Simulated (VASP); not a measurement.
Sc, 2 atoms in the cell. Symmetry: P6_3/mmc, No. 194, hexagonal system. Conventional cell: a = 3.310 Å, b = 3.310 Å, c = 5.270 Å, α = 90.00°, β = 90.00°, γ = 120.00°. Within 4.3 Å of Sc (site symmetry -6m2) lie 12 Sc at 3.26 to 3.31 Å. 

| Property | Result |
| --- | --- |
| Program | VASP 6.6.1 |
| Task | relaxation of cell and atoms |
| Functional | PBE |
| Potentials or basis | VASP PAW PBE potentials, release 64 (Sc_sv) |
| Cutoff | 600 eV |
| k mesh | 24 × 24 × 12 |
| Occupations | gaussian, width 0.1 eV |
| Spin | no spin polarisation |
| Dipole correction | no |
| Further INCAR settings | ALGO = Fast; EDIFF = 1e-07; IBRION = 2; EDIFFG = -0.003; NSW = 80; ISIF = 3 |

Potentials or basis: VASP PAW PBE potentials, release 64 (Sc_sv).

Run with:

```sh
$ cat potpaw_PBE.64/Sc_sv/POTCAR > POTCAR
$ mpirun -np 1 vasp_std > vasp.out
```

Hardware: 1 thread of Intel Xeon 8259CL (shared host).

**Question.** How long does it take, and how much memory?

**Answer.** Wall time 50 min on 1 thread of Intel Xeon 8259CL, with other jobs on the host, peak memory 0.47 GiB. Counts: scf iterations 60, k points 427, ion steps 5.
